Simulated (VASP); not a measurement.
# ScAl3 (P4/mmm) in VASP: a series of runs

The runs below take ScAl3 through single point, with r2SCAN.

Everything below comes from runs of VASP 6.6.1. Logs are shortened: lines on timing, memory, paths and dates and some standing lists are left out, and cuts for length are marked.

## 1. The cell of the first run

It takes space group P4/mmm (No. 123, tetragonal). The conventional cell has a = 4.106 Å, b = 4.106 Å, c = 4.004 Å, α = 90.00°, β = 90.00°, γ = 90.00°. Sc (site symmetry 4/mmm) has 12 Al at 2.87 to 2.90 Å within 3.8 Å. Al (site symmetry mmm) has 4 Sc at 2.87 Å and 8 Al at 2.87 to 2.90 Å within 3.8 Å. Within 3.8 Å of Al (site symmetry 4/mmm) lie 8 Al at 2.87 Å and 4 Sc at 2.90 Å.

## 2. Single point, r2SCAN (uniaxial strain along a: -2.0 %)

The input, POSCAR:

```
ScAl3
1.0
    4.0038258392      0.0000000000      0.0000000000
    0.0000000000      4.1059642535      0.0000000000
    0.0000000000      0.0000000000      4.1059642535
Sc Al
1 3
Direct
    0.0000000000      0.0000000000      0.0000000000
    0.5000000000      0.0000000000      0.5000000000
    0.0000000000      0.5000000000      0.5000000000
    0.5000000000      0.5000000000      0.0000000000
```

The input, INCAR.step1:

```
PREC     = Accurate       # precision mode
ENCUT    = 520            # plane-wave cutoff, eV
ISMEAR   = 0              # smearing method
SIGMA    = 0.1            # smearing width, eV
LREAL    = F              # projectors in reciprocal space
LASPH    = T              # aspherical terms in the spheres
NELM     = 60             # most SCF steps
NBANDS   = 18             # bands
GGA      = PE             # functional
ALGO     = Normal         # electronic algorithm
EDIFF    = 1E-4           # SCF threshold, eV
LWAVE    = T              # write WAVECAR
LCHARG   = F              # write CHGCAR
```

The input, INCAR.step2:

```
PREC     = Accurate       # precision mode
ENCUT    = 520            # plane-wave cutoff, eV
EDIFF    = 1E-6           # SCF threshold, eV
ISMEAR   = 0              # smearing method
SIGMA    = 0.1            # smearing width, eV
LREAL    = F              # projectors in reciprocal space
LASPH    = T              # aspherical terms in the spheres
NELM     = 60             # most SCF steps
ALGO     = Normal         # electronic algorithm
ISIF     = 2              # what is computed and relaxed
LWAVE    = F              # write WAVECAR
LCHARG   = F              # write CHGCAR
METAGGA  = R2SCAN         # meta-GGA
LMIXTAU  = T            
NBANDS   = 18             # bands
ISTART   = 1
```

The input, KPOINTS:

```
regular mesh
0
Gamma
  14 14 14
```

Potentials or basis: VASP PAW PBE potentials, release 64 (Sc_sv, Al).

Started as:

```
> cat potpaw_PBE.64/Sc_sv/POTCAR potpaw_PBE.64/Al/POTCAR > POTCAR
> cp INCAR.step1 INCAR
> mpirun -np 1 vasp_std > vasp.out
> cp INCAR.step2 INCAR
> mpirun -np 1 vasp_std > vasp.out
```

OUTCAR:

```text
PREC = Accurate
   ENCUT = 520
   EDIFF = 1E-6
   ISMEAR = 0
   LREAL = F
   LASPH = T
   NELM = 60
   ISIF = 2
   METAGGA = R2SCAN
   ISTART = 1

 ion  position               nearest neighbor table
   1  0.000  0.000  0.000-   2 2.87   4 2.87   2 2.87   4 2.87   2 2.87   4 2.87   2 2.87   4 2.87
                             3 2.90   3 2.90   3 2.90   3 2.90
   2  0.500  0.000  0.500-   1 2.87   3 2.87   1 2.87   3 2.87   1 2.87   3 2.87   1 2.87   3 2.87
                             4 2.90   4 2.90   4 2.90   4 2.90
   3  0.000  0.500  0.500-   2 2.87   4 2.87   4 2.87   2 2.87   2 2.87   4 2.87   4 2.87   2 2.87
                             1 2.90   1 2.90   1 2.90   1 2.90
   4  0.500  0.500  0.000-   1 2.87   3 2.87   3 2.87   1 2.87   1 2.87   3 2.87   3 2.87   1 2.87
                             2 2.90   2 2.90   2 2.90   2 2.90

  LATTYP: Found a simple tetragonal cell.
 ALAT       =     4.1059642535
 C/A-ratio  =     0.9751243781

  Lattice vectors:

 A1 = (   0.0000000000,   4.1059642535,   0.0000000000)
 A2 = (   0.0000000000,   0.0000000000,   4.1059642535)
 A3 = (   4.0038258392,   0.0000000000,   0.0000000000)

Analysis of symmetry for initial positions (statically):
=====================================================================
 Subroutine PRICEL returns:
 Original cell was already a primitive cell.

 Routine SETGRP: Setting up the symmetry group for a
 simple tetragonal supercell.

 Subroutine GETGRP returns: Found 16 space group operations
 (whereof 16 operations were pure point group operations)
 out of a pool of 16 trial point group operations.

The static configuration has the point symmetry D_4h.

Analysis of symmetry for dynamics (positions and initial velocities):
=====================================================================
 Subroutine PRICEL returns:
 Original cell was already a primitive cell.

 Routine SETGRP: Setting up the symmetry group for a
 simple tetragonal supercell.

 Subroutine GETGRP returns: Found 16 space group operations
 (whereof 16 operations were pure point group operations)
 out of a pool of 16 trial point group operations.

The dynamic configuration has the point symmetry D_4h.

 Subroutine INISYM returns: Found 16 space group operations
 (whereof 16 operations are pure point group operations),
 and found     1 'primitive' translations

----------------------------------------------------------------------------------------

                                     Primitive cell

  volume of cell :      67.5003

  direct lattice vectors                    reciprocal lattice vectors
     4.003825839  0.000000000  0.000000000     0.249761114  0.000000000  0.000000000
     0.000000000  4.105964253  0.000000000     0.000000000  0.243548151  0.000000000
     0.000000000  0.000000000  4.105964253     0.000000000  0.000000000  0.243548151

  length of vectors
     4.003825839  4.105964253  4.105964253     0.249761114  0.243548151  0.243548151

  position of ions in fractional coordinates (direct lattice)
     0.000000000  0.000000000  0.000000000
     0.500000000  0.000000000  0.500000000
     0.000000000  0.500000000  0.500000000
     0.500000000  0.500000000  0.000000000

  ion indices of the primitive-cell ions
   primitive index   ion index
                 1           1
                 2           2
                 3           3
                 4           4

----------------------------------------------------------------------------------------

 KPOINTS: regular mesh

Automatic generation of k-mesh.
 Grid dimensions read from file:
 generate k-points for:   14   14   14

 Generating k-lattice:

  Cartesian coordinates                     Fractional coordinates (reciprocal lattice)
     0.017840080  0.000000000  0.000000000     0.071428571  0.000000000  0.000000000
     0.000000000  0.017396296  0.000000000     0.000000000  0.071428571  0.000000000
     0.000000000  0.000000000  0.017396296     0.000000000  0.000000000  0.071428571

  Length of vectors
     0.017840080  0.017396296  0.017396296

  Shift w.r.t. Gamma in fractional coordinates (k-lattice)
     0.000000000  0.000000000  0.000000000

 Subroutine IBZKPT returns following result:
 ===========================================

 Found    288 irreducible k-points:

 Following reciprocal coordinates:
            Coordinates               Weight
  0.000000  0.000000  0.000000      1.000000
  0.071429  0.000000  0.000000      2.000000
  0.142857  0.000000  0.000000      2.000000
  0.214286  0.000000  0.000000      2.000000
  0.285714  0.000000  0.000000      2.000000
  0.357143  0.000000  0.000000      2.000000
[... 16 lines left out ...]
  0.428571  0.142857  0.000000      8.000000
  0.500000  0.142857  0.000000      4.000000
 [... further k-points ...]
   k-points           NKPTS =    288   k-points in BZ     NKDIM =    288   number of bands    NBANDS=     18
   number of dos      NEDOS =    301   number of ions     NIONS =      4
   total plane-waves  NPLWV =  30720
   dimension x,y,z NGX =    30 NGY =   32 NGZ =   32
   dimension x,y,z NGXF=    60 NGYF=   64 NGZF=   64
   ions per type =               1   3
   NGX,Y,Z   is equivalent  to a cutoff of  12.46, 12.96, 12.96 a.u.
   NGXF,Y,Z  is equivalent  to a cutoff of  24.91, 25.91, 25.91 a.u.
 SYSTEM =  unknown system
   PREC   = accura    normal or accurate (medium, high low for compatibility)
   ISTART =      1    job   : 0-new  1-cont  2-samecut
   ICHARG =      0    charge: 1-file 2-atom 10-const
   ISPIN  =      1    spin polarized calculation?
   LNONCOLLINEAR =      F non collinear calculations
   LSORBIT =      F    spin-orbit coupling
   LASPH  =      T    aspherical Exc in radial PAW
   ENCUT  =  520.0 eV  38.22 Ry    6.18 a.u.   7.44  7.63  7.63*2*pi/ulx,y,z
   NELM   =     60;   NELMIN=  2; NELMDL=  0     # of ELM steps
   EDIFF  = 0.1E-05   stopping-criterion for ELM
   LREAL  =      F    real-space projection
   EDIFFG = 0.1E-04   stopping-criterion for IOM
   NSW    =      0    number of steps for IOM
   IBRION =     -1    ionic relax: 0-MD 1-quasi-New 2-CG
   NFREE  =      0    steps in history (QN), initial steepest desc. (CG)
   ISIF   =      2    stress and relaxation
   ISYM   =      2    0-nonsym 1-usesym 2-fastsym
   POTIM  = 0.5000    time-step for ionic-motion
   TEBEG  =    0.0;   TEEND  =   0.0 temperature during run
   PSTRESS=    0.0 pullay stress
   NELECT =      20.0000    total number of electrons
   NUPDOWN=      -1.0000    fix difference up-down
   EMIN   =  10.00;   EMAX   =-10.00  energy-range for DOS
   EFERMI =   0.00;   METHOD = LEGACY
   ISMEAR =     0;   SIGMA  =   0.10  broadening in eV -4-tet -1-fermi 0-gaus
   EFERMI_NEDOS =   21; number of points for ismear=-14 and -15
   IALGO  =     38    algorithm
   IMIX   =      4    mixing-type and parameters
     AMIX     =   0.40;   BMIX     =  1.00
     AMIX_MAG =   1.60;   BMIX_MAG =  1.00
  volume/ion in A,a.u.               =      16.88       113.88
  Fermi-wavevector in a.u.,A,eV,Ry     =   1.091398  2.062442 16.206562  1.191149
  Thomas-Fermi vector in A             =   2.227642
   LORBIT       =      0    0 simple, 1 ext, 2 COOP (PROOUT), +10 PAW based schemes
   METAGGA = R2SCAN    functional components
   LHFCALC =     F    Hartree Fock is set to
   AEXX    =    0.0000 exact exchange contribution
   IVDW    =     0    specifies the selected vdW correction
   LEPSILON=     F    determine dielectric tensor
   LRPA    =     F    only Hartree local field effects (RPA)
 non-spin polarized calculation
 Gauss-broadening in eV      SIGMA  =   0.10
  energy-cutoff  :      520.00
  volume of cell :       67.50
 maximum number of plane-waves:      1837
 NGX is ok and might be reduce to    30
   NGX = 15   NGY = 15   NGZ = 15

 number of electron      20.0000000 magnetization

 Free energy of the ion-electron system (eV)
  ---------------------------------------------------
  ext. energy  EPLUGINS =         0.00000000
  ---------------------------------------------------
  free energy    TOTEN  =       -33.49681965 eV

  energy without entropy =      -33.49103616  energy(sigma->0) =      -33.49392790

 E-fermi :   7.4337     XC(G=0): -11.1731

 val. band max:        7.4128619569   @ k =   0.0714   0.5000   0.1429
 cond. band min:       7.4423225490   @ k =   0.5000   0.2143   0.0000
 fundamental gap:      0.0294605921
 Fermi energy:         7.4337332600

 k-point     1 :       0.0000    0.0000    0.0000
  band No.  band energies     occupation
      1     -43.6213      2.00000
      2     -21.3705      2.00000
      3     -21.3705      2.00000
      4     -21.3532      2.00000
      5      -3.2927      2.00000
      6       4.5482      2.00000
[... 10 lines left out ...]
     17      13.0360      0.00000
     18      13.0438      0.00000

 k-point     2 :       0.0714    0.0000    0.0000
  band No.  band energies     occupation
      1     -43.6212      2.00000
      2     -21.3703      2.00000
      3     -21.3703      2.00000
      4     -21.3554      2.00000
      5      -3.2405      2.00000
      6       4.3126      2.00000
[... 10 lines left out ...]
     17      13.1091      0.00000
     18      13.1091      0.00000

 k-point     3 :       0.1429    0.0000    0.0000
  band No.  band energies     occupation
      1     -43.6209      2.00000
      2     -21.3698      2.00000
      3     -21.3698      2.00000
      4     -21.3615      2.00000
      5      -3.0848      2.00000
      6       3.4539      2.00000
[... 10 lines left out ...]
     17      13.2126      0.00000
     18      13.2126      0.00000

 k-point     4 :       0.2143    0.0000    0.0000
  band No.  band energies     occupation
      1     -43.6205      2.00000
      2     -21.3703      2.00000
      3     -21.3691      2.00000
      4     -21.3691      2.00000
      5      -2.8279      2.00000
      6       2.5397      2.00000
[... 375 lines left out ...]
      4     -21.3670      2.00000
      5      -1.8538      2.00000
      6       0.9742      2.00000
[... 10 lines left out ...]
     17      12.2175      0.00000
     18      13.6261      0.00000

 k-point    23 :       0.4286    0.1429    0.0000
  band No.  band energies     occupation
      1     -43.6192      2.00000
      2     -21.3938      2.00000
      3     -21.3731      2.00000
      4     -21.3665      2.00000
      5      -1.3656      2.00000
      6       0.2440      2.00000
[... 10 lines left out ...]
     17      12.0756      0.00000
     18      13.5743      0.00000

 k-point    24 :       0.5000    0.1429    0.0000
  band No.  band energies     occupation
      1     -43.6191      2.00000
      2     -21.3959      2.00000
      3     -21.3729      2.00000
      4     -21.3663      2.00000
      5      -1.0385      2.00000
      6      -0.1644      2.00000
[... 10 lines left out ...]
     17      11.9839      0.00000
     18      13.5672      0.00000

 [... further k-points ...]

------------------------ aborting loop because EDIFF is reached ----------------------------------------

  FORCE on cell =-STRESS in cart. coord.  units (eV):
  Direction    XX          YY          ZZ          XY          YZ          ZX
  --------------------------------------------------------------------------------------
  -------------------------------------------------------------------------------------
  Total        1.5733127     -0.1170367     -0.1170367     -0.0000000      0.0000000      0.0000000
  in kB       37.3439395     -2.7779678     -2.7779678     -0.0000000      0.0000000      0.0000000
  external PRESSURE =      10.5960013 kB  Pullay stress =       0.0000000 kB

 VOLUME and BASIS-vectors are now :
 -----------------------------------------------------------------------------
  energy-cutoff  :      520.00
  volume of cell :       67.50
      direct lattice vectors                 reciprocal lattice vectors
     4.003825839  0.000000000  0.000000000     0.249761114  0.000000000  0.000000000
     0.000000000  4.105964253  0.000000000     0.000000000  0.243548151  0.000000000
     0.000000000  0.000000000  4.105964253     0.000000000  0.000000000  0.243548151

 POSITION                                       TOTAL-FORCE (eV/Angst)
 -----------------------------------------------------------------------------------
      0.00000      0.00000      0.00000         0.000000      0.000000      0.000000
      2.00191      0.00000      2.05298         0.000000      0.000000      0.000000
      0.00000      2.05298      2.05298         0.000000      0.000000      0.000000
      2.00191      2.05298      0.00000         0.000000      0.000000      0.000000
 -----------------------------------------------------------------------------------
    total drift:                                0.000000     -0.000000      0.000000

  FREE ENERGIE OF THE ION-ELECTRON SYSTEM (eV)
  ---------------------------------------------------
  free  energy   TOTEN  =       -33.4968196519 eV

  energy  without entropy=      -33.4910361581  energy(sigma->0) =      -33.49392790
```

Wall time 7.1 min (1 thread of Intel Xeon 6975P-C (Granite Rapids), shared host); peak memory 0.43 GiB.

What came out:

| Item | Value |
| --- | --- |
| Free energy | -33.4968 eV |
| Pressure | 1.1 GPa |
| Band gap on the k mesh | zero (bands 10 and 11 overlap by 4.13 eV) |

Stress tensor (GPa, compression positive):
```
 3.73  0.00  0.00
 0.00 -0.28  0.00
 0.00  0.00 -0.28
```

Caveat: the cell differs from its parent crystal (uniaxial strain along a: -2.0 %); the PAW data sets were made with another functional, which shifts forces and pressure a little.

## 3. Single point, r2SCAN (uniaxial strain along a: +2.0 %)

The input, POSCAR:

```
ScAl3
1.0
    4.1672473020      0.0000000000      0.0000000000
    0.0000000000      4.0651088878      0.0000000000
    0.0000000000      0.0000000000      4.0651088878
Sc Al
1 3
Direct
    0.0000000000      0.0000000000      0.0000000000
    0.5000000000      0.0000000000      0.5000000000
    0.0000000000      0.5000000000      0.5000000000
    0.5000000000      0.5000000000      0.0000000000
```

The input, INCAR.step1:

```
SYSTEM = ScAl3
PREC = Accurate
ENCUT = 520
ISMEAR = 0
SIGMA = 0.1
LREAL = .False.
LASPH = .True.
NELM = 80
NBANDS = 18
GGA = PE
ALGO = Normal
EDIFF = 1E-4
LWAVE = .True.
LCHARG = .False.
```

The input, INCAR.step2:

```
SYSTEM = ScAl3
PREC = Accurate
ENCUT = 520
EDIFF = 1E-6
ISMEAR = 0
SIGMA = 0.1
LREAL = .False.
LASPH = .True.
NELM = 80
ALGO = Normal
ISIF = 2
LWAVE = .False.
LCHARG = .True.
METAGGA = R2SCAN
LMIXTAU = .True.
LELF = .True.
LVHAR = .True.
NBANDS = 18
ISTART = 1
```

The input, KPOINTS:

```
regular mesh
0
Gamma
  14 14 14
  0 0 0
```

Potentials or basis: VASP PAW PBE potentials, release 64 (Sc_sv, Al).

Started as:

```
> cat potpaw_PBE.64/Sc_sv/POTCAR potpaw_PBE.64/Al/POTCAR > POTCAR
> cp INCAR.step1 INCAR
> mpirun -np 1 vasp_std > vasp.out
> cp INCAR.step2 INCAR
> mpirun -np 1 vasp_std > vasp.out
```

It took 6.4 min on 1 thread of Intel Xeon 6975P-C (Granite Rapids), shared host; peak memory 0.43 GiB.

The run converged. Its results:

| Property | Result |
| --- | --- |
| Free energy | -33.4977 eV |
| Pressure | -0.8 GPa |
| Band gap on the k mesh | zero (bands 10 and 11 overlap by 4.28 eV) |

Stress tensor (GPa, compression positive):
```
-3.48  0.00  0.00
 0.00  0.51  0.00
 0.00  0.00  0.51
```

Levels at points of the mesh, in eV from the Fermi level:
```csv
k point,band 7,band 8,band 9,band 10,band 11,band 12,band 13,band 14
"(0.00, 0.00, 0.00)",-2.59,-2.26,-1.90,-1.90,1.30,1.37,1.37,1.45
"(0.50, 0.00, 0.00)",-1.79,-1.79,-1.53,1.04,1.04,1.23,1.35,1.77
"(0.00, 0.50, 0.00)",-2.03,-1.75,-1.61,0.75,0.92,1.07,1.47,1.76
"(0.50, 0.50, 0.00)",-6.00,-4.69,-0.56,-0.48,1.27,1.59,2.22,2.73
"(0.00, 0.50, 0.50)",-5.90,-4.69,-0.69,-0.69,1.03,1.28,2.36,2.84
"(0.50, 0.50, 0.50)",-5.00,-4.81,-3.35,-3.24,-3.24,1.02,2.80,2.93
```

Caveat: the cell differs from its parent crystal (uniaxial strain along a: +2.0 %); the PAW data sets were made with another functional, which shifts forces and pressure a little.

[end of part 1 of 2]

The gap in the log of VASP goes by the Fermi energy; the results here count the filled bands.